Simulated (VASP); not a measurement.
# TiO2 (Pbca) in VASP: electric field gradients with r2SCAN

Aim: the electric field gradients of TiO2 with r2SCAN.

Everything below comes from runs of VASP 6.6.1. Logs are shortened: lines on timing, memory, paths and dates and some standing lists are left out, and cuts for length are marked.

### 1 The cell of the first run

It takes space group Pbca (No. 61, orthorhombic). Conventional cell: a = 5.145 Å, b = 9.185 Å, c = 5.447 Å, α = 90.00°, β = 90.00°, γ = 90.00°. Ti (site symmetry 1) has 6 O at 1.86 to 2.07 Å within 2.5 Å. O (site symmetry 1) has 3 Ti at 1.92 to 2.07 Å and 1 O at 2.53 Å within 2.6 Å. Within 2.6 Å of O (site symmetry 1) lie 3 Ti at 1.86 to 2.01 Å and 2 O at 2.50 to 2.53 Å.

### 2 Electric field gradients, r2SCAN

Input file POSCAR:

```
TiO2
1.0
    5.1450000000      0.0000000000      0.0000000000
    0.0000000000      9.1850000000      0.0000000000
    0.0000000000      0.0000000000      5.4470000000
Ti O
8 16
Direct
    0.1385900151      0.1289876377      0.9055937250
    0.6385900151      0.3710123623      0.0944062750
    0.8614099849      0.6289876377      0.5944062750
    0.3614099849      0.8710123623      0.4055937250
    0.8614099849      0.8710123623      0.0944062750
    0.3614099849      0.6289876377      0.9055937250
    0.1385900151      0.3710123623      0.4055937250
    0.6385900151      0.1289876377      0.5944062750
    0.4646122058      0.2298839650      0.8912620630
    0.9646122058      0.2701160350      0.1087379370
    0.5353877942      0.7298839650      0.6087379370
    0.0353877942      0.7701160350      0.3912620630
    0.5353877942      0.7701160350      0.1087379370
    0.0353877942      0.7298839650      0.8912620630
    0.4646122058      0.2701160350      0.3912620630
    0.9646122058      0.2298839650      0.6087379370
    0.8160599563      0.0097687983      0.8506294703
    0.3160599563      0.4902312017      0.1493705297
    0.1839400437      0.5097687983      0.6493705297
    0.6839400437      0.9902312017      0.3506294703
    0.1839400437      0.9902312017      0.1493705297
    0.6839400437      0.5097687983      0.8506294703
    0.8160599563      0.4902312017      0.3506294703
    0.3160599563      0.0097687983      0.6493705297
```

Input file INCAR.step1:

```
PREC     = Accurate       # precision mode
ENCUT    = 520            # plane-wave cutoff, eV
ISMEAR   = -1             # smearing method
SIGMA    = 0.02           # smearing width, eV
LREAL    = Auto         
LASPH    = True           # aspherical terms in the spheres
NELM     = 60             # most SCF steps
NBANDS   = 114            # bands
GGA      = PE             # functional
ALGO     = Normal         # electronic algorithm
EDIFF    = 1E-4           # SCF threshold, eV
LWAVE    = True           # write WAVECAR
LCHARG   = False          # write CHGCAR
KPAR     = 4
```

Input file INCAR.step2:

```
PREC     = Accurate       # precision mode
ENCUT    = 520            # plane-wave cutoff, eV
EDIFF    = 1E-8           # SCF threshold, eV
ISMEAR   = -1             # smearing method
SIGMA    = 0.02           # smearing width, eV
LREAL    = Auto         
LASPH    = True           # aspherical terms in the spheres
NELM     = 60             # most SCF steps
ALGO     = Normal         # electronic algorithm
ISIF     = 2              # what is computed and relaxed
LWAVE    = False          # write WAVECAR
LCHARG   = False          # write CHGCAR
METAGGA  = R2SCAN         # meta-GGA
LMIXTAU  = True         
LEFG     = True         
NBANDS   = 114            # bands
ISTART   = 1            
KPAR     = 4
```

Input file KPOINTS:

```
Automatic mesh
0
Gamma
  5 3 4
```

Potentials or basis: VASP PAW PBE potentials, release 64 (Ti_sv, O).

Run with:

```sh
> cat potpaw_PBE.64/Ti_sv/POTCAR potpaw_PBE.64/O/POTCAR > POTCAR
> cp INCAR.step1 INCAR
> mpirun -np 4 vasp_std > vasp.out
> cp INCAR.step2 INCAR
> mpirun -np 4 vasp_std > vasp.out
```

OUTCAR:

```text
PREC = Accurate
   ENCUT = 520
   EDIFF = 1E-8
   ISMEAR = -1
   LREAL = Auto
   LASPH = True
   NELM = 60
   ISIF = 2
   METAGGA = R2SCAN
   ISTART = 1

 ion  position               nearest neighbor table
   1  0.139  0.129  0.906-  21 1.86   9 1.92  10 1.93  24 2.00  17 2.01  16 2.07
   2  0.639  0.371  0.094-  22 1.86  10 1.92   9 1.93  23 2.00  18 2.01  15 2.07
   3  0.861  0.629  0.594-  23 1.86  11 1.92  12 1.93  22 2.00  19 2.01  14 2.07
   4  0.361  0.871  0.406-  24 1.86  12 1.92  11 1.93  21 2.00  20 2.01  13 2.07
   5  0.861  0.871  0.094-  17 1.86  13 1.92  14 1.93  20 2.00  21 2.01  12 2.07
   6  0.361  0.629  0.906-  18 1.86  14 1.92  13 1.93  19 2.00  22 2.01  11 2.07
   7  0.139  0.371  0.406-  19 1.86  15 1.92  16 1.93  18 2.00  23 2.01  10 2.07
   8  0.639  0.129  0.594-  20 1.86  16 1.92  15 1.93  17 2.00  24 2.01   9 2.07
   9  0.465  0.230  0.891-   1 1.92   2 1.93   8 2.07
  10  0.965  0.270  0.109-   2 1.92   1 1.93   7 2.07
  11  0.535  0.730  0.609-   3 1.92   4 1.93   6 2.07
  12  0.035  0.770  0.391-   4 1.92   3 1.93   5 2.07
  13  0.535  0.770  0.109-   5 1.92   6 1.93   4 2.07
  14  0.035  0.730  0.891-   6 1.92   5 1.93   3 2.07
[... 8 lines left out ...]
  23  0.816  0.490  0.351-   3 1.86   2 2.00   7 2.01
  24  0.316  0.010  0.649-   4 1.86   1 2.00   8 2.01

  LATTYP: Found a simple orthorhombic cell.
 ALAT       =     5.1450000000
 B/A-ratio  =     1.0586977648
 C/A-ratio  =     1.7852283771

  Lattice vectors:

 A1 = (  -5.1450000000,   0.0000000000,   0.0000000000)
 A2 = (   0.0000000000,   0.0000000000,   5.4470000000)
 A3 = (   0.0000000000,   9.1850000000,   0.0000000000)

Analysis of symmetry for initial positions (statically):
=====================================================================
 Subroutine PRICEL returns:
 Original cell was already a primitive cell.

 Routine SETGRP: Setting up the symmetry group for a
 simple orthorhombic supercell.

 Subroutine GETGRP returns: Found  8 space group operations
 (whereof  2 operations were pure point group operations)
 out of a pool of  8 trial point group operations.

The static configuration has the point symmetry S_2 .
 The point group associated with its full space group is D_2h.

Analysis of symmetry for dynamics (positions and initial velocities):
=====================================================================
 Subroutine PRICEL returns:
 Original cell was already a primitive cell.

 Routine SETGRP: Setting up the symmetry group for a
 simple orthorhombic supercell.

 Subroutine GETGRP returns: Found  8 space group operations
 (whereof  2 operations were pure point group operations)
 out of a pool of  8 trial point group operations.

The dynamic configuration has the point symmetry S_2 .
 The point group associated with its full space group is D_2h.

 Subroutine INISYM returns: Found  8 space group operations
 (whereof  2 operations are pure point group operations),
 and found     1 'primitive' translations

----------------------------------------------------------------------------------------

                                     Primitive cell

  volume of cell :     257.4079

  direct lattice vectors                    reciprocal lattice vectors
     5.145000000  0.000000000  0.000000000     0.194363460  0.000000000  0.000000000
     0.000000000  9.185000000  0.000000000     0.000000000  0.108873163  0.000000000
     0.000000000  0.000000000  5.447000000     0.000000000  0.000000000  0.183587296

  length of vectors
     5.145000000  9.185000000  5.447000000     0.194363460  0.108873163  0.183587296

  position of ions in fractional coordinates (direct lattice)
     0.138590015  0.128987638  0.905593725
     0.638590015  0.371012362  0.094406275
     0.861409985  0.628987638  0.594406275
     0.361409985  0.871012362  0.405593725
     0.861409985  0.871012362  0.094406275
     0.361409985  0.628987638  0.905593725
[... 16 lines left out ...]
     0.816059956  0.490231202  0.350629470
     0.316059956  0.009768798  0.649370530

  ion indices of the primitive-cell ions
   primitive index   ion index
[... 96 lines left out ...]
   ISYM   =      2    0-nonsym 1-usesym 2-fastsym
   POTIM  = 0.5000    time-step for ionic-motion
   TEBEG  =    0.0;   TEEND  =   0.0 temperature during run
   PSTRESS=    0.0 pullay stress
   NELECT =     192.0000    total number of electrons
   NUPDOWN=      -1.0000    fix difference up-down
   EMIN   =  10.00;   EMAX   =-10.00  energy-range for DOS
   EFERMI =   0.00;   METHOD = LEGACY
   ISMEAR =    -1;   SIGMA  =   0.02  broadening in eV -4-tet -1-fermi 0-gaus
   EFERMI_NEDOS =   21; number of points for ismear=-14 and -15
   IALGO  =     38    algorithm
   IMIX   =      4    mixing-type and parameters
     AMIX     =   0.40;   BMIX     =  1.00
     AMIX_MAG =   1.60;   BMIX_MAG =  1.00
  volume/ion in A,a.u.               =      10.73        72.38
  Fermi-wavevector in a.u.,A,eV,Ry     =   1.484686  2.805650 29.991219  2.204292
  Thomas-Fermi vector in A             =   2.598192
   LORBIT       =      0    0 simple, 1 ext, 2 COOP (PROOUT), +10 PAW based schemes
   METAGGA = R2SCAN    functional components
   LHFCALC =     F    Hartree Fock is set to
   AEXX    =    0.0000 exact exchange contribution
   IVDW    =     0    specifies the selected vdW correction
   LEPSILON=     F    determine dielectric tensor
   LRPA    =     F    only Hartree local field effects (RPA)
 non-spin polarized calculation
  energy-cutoff  :      520.00
  volume of cell :      257.41
 maximum number of plane-waves:      6952
 NGX is ok and might be reduce to    40
   NGX = 19   NGY = 35   NGZ = 21

 number of electron     191.9999979 magnetization

 Free energy of the ion-electron system (eV)
  ---------------------------------------------------
  ext. energy  EPLUGINS =         0.00000000
  ---------------------------------------------------
  free energy    TOTEN  =      -279.33077605 eV

  energy without entropy =     -279.33077605  energy(sigma->0) =     -279.33077605

 E-fermi :   4.2816     XC(G=0): -11.9172

 val. band max:        3.7820425491   @ k =   0.0000   0.0000   0.0000
 cond. band min:       6.5445600522   @ k =   0.0000   0.0000   0.0000
 fundamental gap:      2.7625175031
 Fermi energy:         4.2815904404

 k-point     1 :       0.0000    0.0000    0.0000
  band No.  band energies     occupation
      1     -54.8786      2.00000
      2     -54.8684      2.00000
      3     -54.8546      2.00000
      4     -54.8464      2.00000
      5     -54.8460      2.00000
      6     -54.8444      2.00000
[... 1987 lines left out ...]
    107       7.5881      0.00000
    108       7.5881      0.00000
 [bands above 108 left out]

------------------------ aborting loop because EDIFF is reached ----------------------------------------

  FORCE on cell =-STRESS in cart. coord.  units (eV):
  Direction    XX          YY          ZZ          XY          YZ          ZX
  --------------------------------------------------------------------------------------
  -------------------------------------------------------------------------------------
  Total        0.7968526      1.8408342      2.0750426      0.0000000      0.0000000      0.0000000
  in kB        4.9598283     11.4578557     12.9156324      0.0000000      0.0000000      0.0000000
  external PRESSURE =       9.7777721 kB  Pullay stress =       0.0000000 kB

 VOLUME and BASIS-vectors are now :
 -----------------------------------------------------------------------------
  energy-cutoff  :      520.00
  volume of cell :      257.41
      direct lattice vectors                 reciprocal lattice vectors
     5.145000000  0.000000000  0.000000000     0.194363460  0.000000000  0.000000000
     0.000000000  9.185000000  0.000000000     0.000000000  0.108873163  0.000000000
     0.000000000  0.000000000  5.447000000     0.000000000  0.000000000  0.183587296

 POSITION                                       TOTAL-FORCE (eV/Angst)
 -----------------------------------------------------------------------------------
      0.71305      1.18475      4.93277        -0.011997      0.002999     -0.106602
      3.28555      3.40775      0.51423        -0.011997     -0.002999      0.106602
      4.43195      5.77725      3.23773         0.011997      0.002999      0.106602
      1.85945      8.00025      2.20927         0.011997     -0.002999     -0.106602
      4.43195      8.00025      0.51423         0.011997     -0.002999      0.106602
      1.85945      5.77725      4.93277         0.011997      0.002999     -0.106602
[... 16 lines left out ...]
      4.19863      4.50277      1.90988         0.048895     -0.070528     -0.028095
      1.62613      0.08973      3.53712         0.048895      0.070528      0.028095
 -----------------------------------------------------------------------------------
    total drift:                               -0.000000     -0.000000      0.000000

  FREE ENERGIE OF THE ION-ELECTRON SYSTEM (eV)
  ---------------------------------------------------
  free  energy   TOTEN  =      -279.3307760485 eV

  energy  without entropy=     -279.3307760485  energy(sigma->0) =     -279.33077605

 Electric field gradients (V/A^2)
---------------------------------------------------------------------
 ion       V_xx      V_yy      V_zz      V_xy      V_xz      V_yz
---------------------------------------------------------------------
   1       0.556    -8.737     8.181    -3.549    12.912     8.553
   2       0.556    -8.737     8.181     3.549   -12.912     8.553
   3       0.556    -8.737     8.181     3.549    12.912    -8.553
   4       0.556    -8.737     8.181    -3.549   -12.912    -8.553
   5       0.556    -8.737     8.181    -3.549    12.912     8.553
   6       0.556    -8.737     8.181     3.549   -12.912     8.553
[... 16 lines left out ...]
  23       2.979    -1.489    -1.490     1.080    12.454    15.012
  24       2.979    -1.489    -1.490    -1.080   -12.454    15.012
---------------------------------------------------------------------

 Electric field gradients after diagonalization (V/A^2)
 (convention: |V_zz| > |V_xx| > |V_yy|)
----------------------------------------------------------------------
 ion       V_xx      V_yy      V_zz     asymmetry (V_yy - V_xx)/ V_zz
----------------------------------------------------------------------
   1     -17.198    -1.520    18.718       0.838
   2     -17.198    -1.520    18.718       0.838
   3     -17.198    -1.520    18.718       0.838
   4     -17.198    -1.520    18.718       0.838
   5     -17.198    -1.520    18.718       0.838
   6     -17.198    -1.520    18.718       0.838
[... 16 lines left out ...]
  23      19.669     0.072   -19.741       0.993
  24      19.669     0.072   -19.741       0.993
----------------------------------------------------------------------

           NMR quadrupolar parameters

 Cq : quadrupolar parameter    Cq=e*Q*V_zz/h
 eta: asymmetry parameters     (V_yy - V_xx)/ V_zz
 Q  : nuclear electric quadrupole moment in mb (millibarn)
----------------------------------------------------------------------
 ion       Cq(MHz)       eta       Q (mb)
----------------------------------------------------------------------
   1       0.045       0.838       1.000
   2       0.045       0.838       1.000
   3       0.045       0.838       1.000
   4       0.045       0.838       1.000
   5       0.045       0.838       1.000
   6       0.045       0.838       1.000
[... 16 lines left out ...]
  23      -0.048       0.993       1.000
  24      -0.048       0.993       1.000
----------------------------------------------------------------------
```

Wall time 12 min (4 MPI ranks of Intel Xeon Platinum 8488C (Sapphire Rapids), shared host); peak memory 0.57 GiB.

Results:

* Free energy: -279.3308 eV
* Pressure: 1.0 GPa
* Largest force: 0.107 eV/Å
* Band gap on the k mesh: 2.76 eV
* Largest electric field gradient by atom: Ti +18.7; O -24.4, -19.7 (each value once) V/Å²

Forces on the atoms (eV/Å):
```
Ti  -0.012  0.003 -0.107
Ti  -0.012 -0.003  0.107
Ti   0.012  0.003  0.107
Ti   0.012 -0.003 -0.107
Ti   0.012 -0.003  0.107
Ti   0.012  0.003 -0.107
Ti  -0.012 -0.003 -0.107
Ti  -0.012  0.003  0.107
O    0.007 -0.007 -0.053
O    0.007  0.007  0.053
O   -0.007 -0.007  0.053
O   -0.007  0.007 -0.053
O   -0.007  0.007  0.053
O   -0.007 -0.007 -0.053
O    0.007  0.007 -0.053
O    0.007 -0.007  0.053
O    0.049  0.071 -0.028
O    0.049 -0.071  0.028
O   -0.049  0.071  0.028
O   -0.049 -0.071 -0.028
O   -0.049 -0.071  0.028
O   -0.049  0.071 -0.028
O    0.049 -0.071 -0.028
O    0.049  0.071  0.028
```

Stress tensor (GPa, compression positive):
```
0.50 0.00 0.00
0.00 1.15 0.00
0.00 0.00 1.29
```

Electric field gradients, principal values (V/Å²):
| atom | least | middle | greatest (by size) |
| --- | --- | --- | --- |
| 1 Ti | -1.520 | -17.198 | 18.718 |
| 2 Ti | -1.520 | -17.198 | 18.718 |
| 3 Ti | -1.520 | -17.198 | 18.718 |
| 4 Ti | -1.520 | -17.198 | 18.718 |
| 5 Ti | -1.520 | -17.198 | 18.718 |
| 6 Ti | -1.520 | -17.198 | 18.718 |
| 7 Ti | -1.520 | -17.198 | 18.718 |
| 8 Ti | -1.520 | -17.198 | 18.718 |
| 9 O | 3.054 | 21.375 | -24.429 |
| 10 O | 3.054 | 21.375 | -24.429 |
| 11 O | 3.054 | 21.375 | -24.429 |
| 12 O | 3.054 | 21.375 | -24.429 |
| 13 O | 3.054 | 21.375 | -24.429 |
| 14 O | 3.054 | 21.375 | -24.429 |
| 15 O | 3.054 | 21.375 | -24.429 |
| 16 O | 3.054 | 21.375 | -24.429 |
| 17 O | 0.072 | 19.669 | -19.741 |
| 18 O | 0.072 | 19.669 | -19.741 |
| 19 O | 0.072 | 19.669 | -19.741 |
| 20 O | 0.072 | 19.669 | -19.741 |
| 21 O | 0.072 | 19.669 | -19.741 |
| 22 O | 0.072 | 19.669 | -19.741 |
| 23 O | 0.072 | 19.669 | -19.741 |
| 24 O | 0.072 | 19.669 | -19.741 |

Caveat: without QUAD_EFG the Cq values of the log hold for a quadrupole moment of 1 mb, not for the nuclei; the PAW data sets were made with another functional, which shifts forces and pressure a little.
